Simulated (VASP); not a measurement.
# BaZnSbF (P4/nmm) in VASP: a series of runs

The runs below take BaZnSbF through single point, with r2SCAN, PBE.

Program: VASP 6.6.1. These are calculated values, not measurements. Logs are shortened: lines on timing, memory, paths and dates and some standing lists are left out, and cuts for length are marked.

**1. The cell of the first run**

The structure is tetragonal, space group P4/nmm (No. 129). Conventional cell: a = 4.454 Å, b = 4.454 Å, c = 9.752 Å, α = 90.00°, β = 90.00°, γ = 90.00°. Ba (site symmetry 4mm) has 4 F at 2.66 Å and 4 Sb at 3.63 Å within 3.7 Å. Within 3.6 Å of Zn (site symmetry -4m2) lie 4 Sb at 2.75 Å and 4 Zn at 3.15 Å. Sb (site symmetry 4mm) has 4 Zn at 2.75 Å and 4 Ba at 3.63 Å within 3.7 Å. Within 3.5 Å of F (site symmetry -4m2) lie 4 Ba at 2.66 Å and 4 F at 3.15 Å.

**2. Single point, r2SCAN**

POSCAR reads:

```
BaZnSbF
1.0
    4.4539114904      0.0000000000      0.0000000000
    0.0000000000      4.4539114904      0.0000000000
    0.0000000000      0.0000000000      9.7520459335
Ba Zn Sb F
2 2 2 2
Direct
    0.0000000000      0.5000000000      0.3507091586
    0.5000000000      0.0000000000      0.6492908414
    0.5000000000      0.5000000000      0.0000000000
    0.0000000000      0.0000000000      0.0000000000
    0.5000000000      0.0000000000      0.1650113303
    0.0000000000      0.5000000000      0.8349886697
    0.5000000000      0.5000000000      0.5000000000
    0.0000000000      0.0000000000      0.5000000000
```

INCAR.step1 reads:

```
SYSTEM = BaZnSbF
PREC = Accurate
ENCUT = 660
ISMEAR = -1
SIGMA = 0.02
LREAL = .False.
LASPH = .True.
NELM = 120
NBANDS = 44
GGA = PE
ALGO = Normal
EDIFF = 1E-5
LWAVE = .True.
LCHARG = .False.
GGA_COMPAT = .False.
```

INCAR.step2 reads:

```
SYSTEM = BaZnSbF
PREC = Accurate
ENCUT = 660
EDIFF = 1E-6
ISMEAR = -1
SIGMA = 0.02
LREAL = .False.
LASPH = .True.
NELM = 120
ALGO = Normal
ISIF = 2
LWAVE = .False.
LCHARG = .True.
METAGGA = R2SCAN
LMIXTAU = .True.
LELF = .True.
LVHAR = .True.
NBANDS = 44
ISTART = 1
GGA_COMPAT = .False.
```

KPOINTS reads:

```
Automatic mesh
0
Gamma
  6 6 4
  0 0 0
```

Potentials or basis: VASP PAW PBE potentials, release 64 (Ba_sv, Zn, Sb, F).

Started as:

```bash
> cat potpaw_PBE.64/Ba_sv/POTCAR potpaw_PBE.64/Zn/POTCAR potpaw_PBE.64/Sb/POTCAR potpaw_PBE.64/F/POTCAR > POTCAR
> cp INCAR.step1 INCAR
> mpirun -np 1 vasp_std > vasp.out
> cp INCAR.step2 INCAR
> mpirun -np 1 vasp_std > vasp.out
```

OUTCAR:

```text
SYSTEM = BaZnSbF
   PREC = Accurate
   ENCUT = 660
   EDIFF = 1E-6
   ISMEAR = -1
   LREAL = .False.
   LASPH = .True.
   NELM = 120
   ISIF = 2
   METAGGA = R2SCAN
   ISTART = 1

 ion  position               nearest neighbor table
   1  0.000  0.500  0.351-   7 2.66   8 2.66   8 2.66   7 2.66   5 3.63   5 3.63   5 3.63   5 3.63
                             2 4.29   2 4.29   2 4.29   2 4.29
   2  0.500  0.000  0.649-   7 2.66   8 2.66   7 2.66   8 2.66   6 3.63   6 3.63   6 3.63   6 3.63
                             1 4.29   1 4.29   1 4.29   1 4.29
   3  0.500  0.500  0.000-   5 2.75   6 2.75   5 2.75   6 2.75
   4  0.000  0.000  0.000-   5 2.75   6 2.75   6 2.75   5 2.75
   5  0.500  0.000  0.165-   3 2.75   4 2.75   3 2.75   4 2.75   1 3.63   1 3.63   1 3.63   1 3.63

   6  0.000  0.500  0.835-   3 2.75   4 2.75   4 2.75   3 2.75   2 3.63   2 3.63   2 3.63   2 3.63

   7  0.500  0.500  0.500-   1 2.66   2 2.66   2 2.66   1 2.66
   8  0.000  0.000  0.500-   1 2.66   2 2.66   1 2.66   2 2.66

  LATTYP: Found a simple tetragonal cell.
 ALAT       =     4.4539114904
 C/A-ratio  =     2.1895464143

  Lattice vectors:

 A1 = (   4.4539114904,   0.0000000000,   0.0000000000)
 A2 = (   0.0000000000,   4.4539114904,   0.0000000000)
 A3 = (   0.0000000000,   0.0000000000,   9.7520459335)

Analysis of symmetry for initial positions (statically):
=====================================================================
 Subroutine PRICEL returns:
 Original cell was already a primitive cell.

 Routine SETGRP: Setting up the symmetry group for a
 simple tetragonal supercell.

 Subroutine GETGRP returns: Found 16 space group operations
 (whereof  8 operations were pure point group operations)
 out of a pool of 16 trial point group operations.

The static configuration has the point symmetry D_2d.
 The point group associated with its full space group is D_4h.

Analysis of symmetry for dynamics (positions and initial velocities):
=====================================================================
 Subroutine PRICEL returns:
 Original cell was already a primitive cell.

 Routine SETGRP: Setting up the symmetry group for a
 simple tetragonal supercell.

 Subroutine GETGRP returns: Found 16 space group operations
 (whereof  8 operations were pure point group operations)
 out of a pool of 16 trial point group operations.

The dynamic configuration has the point symmetry D_2d.
 The point group associated with its full space group is D_4h.

 Subroutine INISYM returns: Found 16 space group operations
 (whereof  8 operations are pure point group operations),
 and found     1 'primitive' translations

----------------------------------------------------------------------------------------

                                     Primitive cell

  volume of cell :     193.4545

  direct lattice vectors                    reciprocal lattice vectors
     4.453911490  0.000000000  0.000000000     0.224521750  0.000000000  0.000000000
     0.000000000  4.453911490  0.000000000     0.000000000  0.224521750  0.000000000
     0.000000000  0.000000000  9.752045933     0.000000000  0.000000000  0.102542585

  length of vectors
     4.453911490  4.453911490  9.752045933     0.224521750  0.224521750  0.102542585

  position of ions in fractional coordinates (direct lattice)
     0.000000000  0.500000000  0.350709159
     0.500000000  0.000000000  0.649290841
     0.500000000  0.500000000  0.000000000
     0.000000000  0.000000000  0.000000000
     0.500000000  0.000000000  0.165011330
     0.000000000  0.500000000  0.834988670
     0.500000000  0.500000000  0.500000000
     0.000000000  0.000000000  0.500000000

  ion indices of the primitive-cell ions
   primitive index   ion index
                 1           1
                 2           2
                 3           3
                 4           4
                 5           5
                 6           6
                 7           7
                 8           8

----------------------------------------------------------------------------------------

 KPOINTS: Automatic mesh

Automatic generation of k-mesh.
 Grid dimensions read from file:
 generate k-points for:    6    6    4

 Generating k-lattice:

  Cartesian coordinates                     Fractional coordinates (reciprocal lattice)
     0.037420292  0.000000000  0.000000000     0.166666667  0.000000000  0.000000000
     0.000000000  0.037420292  0.000000000     0.000000000  0.166666667  0.000000000
     0.000000000  0.000000000  0.025635646     0.000000000  0.000000000  0.250000000

  Length of vectors
     0.037420292  0.037420292  0.025635646

  Shift w.r.t. Gamma in fractional coordinates (k-lattice)
     0.000000000  0.000000000  0.000000000

 Subroutine IBZKPT returns following result:
 ===========================================

 Found     30 irreducible k-points:

 Following reciprocal coordinates:
            Coordinates               Weight
  0.000000  0.000000  0.000000      1.000000
  0.166667  0.000000  0.000000      4.000000
  0.333333  0.000000  0.000000      4.000000
  0.500000  0.000000  0.000000      2.000000
  0.166667  0.166667  0.000000      4.000000
  0.333333  0.166667  0.000000      8.000000
[... 16 lines left out ...]
  0.333333  0.000000  0.500000      4.000000
  0.500000  0.000000  0.500000      2.000000
 [... further k-points ...]
   k-points           NKPTS =     30   k-points in BZ     NKDIM =     30   number of bands    NBANDS=     44
   number of dos      NEDOS =    301   number of ions     NIONS =      8
   total plane-waves  NPLWV = 134400
   dimension x,y,z NGX =    40 NGY =   40 NGZ =   84
   dimension x,y,z NGXF=    80 NGYF=   80 NGZF=  168
   ions per type =               2   2   2   2
   NGX,Y,Z   is equivalent  to a cutoff of  14.93, 14.93, 14.32 a.u.
   NGXF,Y,Z  is equivalent  to a cutoff of  29.86, 29.86, 28.64 a.u.
 SYSTEM =  BaZnSbF
   PREC   = accura    normal or accurate (medium, high low for compatibility)
   ISTART =      1    job   : 0-new  1-cont  2-samecut
   ICHARG =      0    charge: 1-file 2-atom 10-const
   ISPIN  =      1    spin polarized calculation?
   LNONCOLLINEAR =      F non collinear calculations
   LSORBIT =      F    spin-orbit coupling
   LASPH  =      T    aspherical Exc in radial PAW
   ENCUT  =  660.0 eV  48.51 Ry    6.96 a.u.   9.33  9.33 20.43*2*pi/ulx,y,z
   NELM   =    120;   NELMIN=  2; NELMDL=  0     # of ELM steps
   EDIFF  = 0.1E-05   stopping-criterion for ELM
   LREAL  =      F    real-space projection
   EDIFFG = 0.1E-04   stopping-criterion for IOM
   NSW    =      0    number of steps for IOM
   IBRION =     -1    ionic relax: 0-MD 1-quasi-New 2-CG
   NFREE  =      0    steps in history (QN), initial steepest desc. (CG)
   ISIF   =      2    stress and relaxation
   ISYM   =      2    0-nonsym 1-usesym 2-fastsym
   POTIM  = 0.5000    time-step for ionic-motion
   TEBEG  =    0.0;   TEEND  =   0.0 temperature during run
   PSTRESS=    0.0 pullay stress
   NELECT =      68.0000    total number of electrons
   NUPDOWN=      -1.0000    fix difference up-down
   EMIN   =  10.00;   EMAX   =-10.00  energy-range for DOS
   EFERMI =   0.00;   METHOD = LEGACY
   ISMEAR =    -1;   SIGMA  =   0.02  broadening in eV -4-tet -1-fermi 0-gaus
   EFERMI_NEDOS =   21; number of points for ismear=-14 and -15
   IALGO  =     38    algorithm
   IMIX   =      4    mixing-type and parameters
     AMIX     =   0.40;   BMIX     =  1.00
     AMIX_MAG =   1.60;   BMIX_MAG =  1.00
  volume/ion in A,a.u.               =      24.18       163.19
  Fermi-wavevector in a.u.,A,eV,Ry     =   1.155362  2.183318 18.161899  1.334862
  Thomas-Fermi vector in A             =   2.291991
   LORBIT       =      0    0 simple, 1 ext, 2 COOP (PROOUT), +10 PAW based schemes
   METAGGA = R2SCAN    functional components
   LHFCALC =     F    Hartree Fock is set to
   AEXX    =    0.0000 exact exchange contribution
   IVDW    =     0    specifies the selected vdW correction
   LEPSILON=     F    determine dielectric tensor
   LRPA    =     F    only Hartree local field effects (RPA)
 non-spin polarized calculation
  energy-cutoff  :      660.00
  volume of cell :      193.45
 maximum number of plane-waves:      7485
 NGX is ok and might be reduce to    40
   NGX = 19   NGY = 19   NGZ = 41

 number of electron      68.0000011 magnetization

 Free energy of the ion-electron system (eV)
  ---------------------------------------------------
  ext. energy  EPLUGINS =         0.00000000
  ---------------------------------------------------
  free energy    TOTEN  =      -144.12083027 eV

  energy without entropy =     -144.11902865  energy(sigma->0) =     -144.11992946

 E-fermi :   3.8971     XC(G=0):  -9.9787

 val. band max:        3.8952786374   @ k =   0.0000   0.0000   0.2500
 cond. band min:       3.9017965164   @ k =   0.0000   0.0000   0.0000
 fundamental gap:      0.0065178790
 Fermi energy:         3.8971446393

 k-point     1 :       0.0000    0.0000    0.0000
  band No.  band energies     occupation
      1     -25.1264      2.00000
      2     -24.9206      2.00000
      3     -21.6296      2.00000
      4     -21.5987      2.00000
      5      -9.8684      2.00000
      6      -9.8684      2.00000
[... 36 lines left out ...]
     43       8.5368      0.00000
     44       8.9294      0.00000

 k-point     2 :       0.1667    0.0000    0.0000
  band No.  band energies     occupation
      1     -25.1003      2.00000
      2     -24.9206      2.00000
      3     -21.6478      2.00000
      4     -21.6192      2.00000
      5      -9.9481      2.00000
      6      -9.8427      2.00000
[... 36 lines left out ...]
     43       8.5291      0.00000
     44       8.5662      0.00000

 k-point     3 :       0.3333    0.0000    0.0000
  band No.  band energies     occupation
      1     -25.0366      2.00000
      2     -24.9312      2.00000
      3     -21.6821      2.00000
      4     -21.6633      2.00000
      5      -9.9724      2.00000
      6      -9.8591      2.00000
[... 976 lines left out ...]
     43       8.5234      0.00000
     44       8.9278      0.00000

 k-point    24 :       0.5000    0.0000    0.5000
  band No.  band energies     occupation
      1     -24.9704      2.00000
      2     -24.9704      2.00000
      3     -21.6925      2.00000
      4     -21.6925      2.00000
      5      -9.8823      2.00000
      6      -9.8823      2.00000
[... 36 lines left out ...]
     43       8.6490      0.00000
     44       8.6490      0.00000

 [... further k-points ...]

------------------------ aborting loop because EDIFF is reached ----------------------------------------

  FORCE on cell =-STRESS in cart. coord.  units (eV):
  Direction    XX          YY          ZZ          XY          YZ          ZX
  --------------------------------------------------------------------------------------
  -------------------------------------------------------------------------------------
  Total        0.7067539      0.7067539      0.6419514      0.0000000      0.0000000      0.0000000
  in kB        5.8532883      5.8532883      5.3165983      0.0000000      0.0000000      0.0000000
  external PRESSURE =       5.6743916 kB  Pullay stress =       0.0000000 kB

 VOLUME and BASIS-vectors are now :
 -----------------------------------------------------------------------------
  energy-cutoff  :      660.00
  volume of cell :      193.45
      direct lattice vectors                 reciprocal lattice vectors
     4.453911490  0.000000000  0.000000000     0.224521750  0.000000000  0.000000000
     0.000000000  4.453911490  0.000000000     0.000000000  0.224521750  0.000000000
     0.000000000  0.000000000  9.752045933     0.000000000  0.000000000  0.102542585

 POSITION                                       TOTAL-FORCE (eV/Angst)
 -----------------------------------------------------------------------------------
      0.00000      2.22696      3.42013         0.000000      0.000000     -0.098480
      2.22696      0.00000      6.33191         0.000000     -0.000000      0.098480
      2.22696      2.22696      0.00000        -0.000000     -0.000000      0.000000
      0.00000      0.00000      0.00000         0.000000      0.000000      0.000000
      2.22696      0.00000      1.60920         0.000000     -0.000000     -0.004553
      0.00000      2.22696      8.14285        -0.000000     -0.000000      0.004553
      2.22696      2.22696      4.87602         0.000000      0.000000      0.000000
      0.00000      0.00000      4.87602         0.000000     -0.000000      0.000000
 -----------------------------------------------------------------------------------
    total drift:                               -0.000000      0.000000     -0.000000

  FREE ENERGIE OF THE ION-ELECTRON SYSTEM (eV)
  ---------------------------------------------------
  free  energy   TOTEN  =      -144.1208302684 eV

  energy  without entropy=     -144.1190286453  energy(sigma->0) =     -144.11992946
```

Wall time 23 min (1 thread of Oxide Virtual Turin-like, shared host); peak memory 0.6 GiB.

What came out:

```
Free energy            : -144.1208 eV
Pressure               : 0.6 GPa
Largest force          : 0.098 eV/Å
Band gap on the k mesh : zero (bands 34 and 35 overlap by 0.01 eV)
```

Forces on the atoms (eV/Å):
```
Ba   0.000  0.000 -0.098
Ba   0.000  0.000  0.098
Zn   0.000  0.000  0.000
Zn   0.000  0.000  0.000
Sb   0.000  0.000 -0.005
Sb   0.000  0.000  0.005
F    0.000  0.000  0.000
F    0.000  0.000  0.000
```

Caveat: semilocal functionals underestimate gaps, and a narrow one can read as zero; the PAW data sets were made with another functional, which shifts forces and pressure a little; spin-orbit coupling is left out, which moves the levels of the heavy elements.

(Continued in part 2 of 3.)
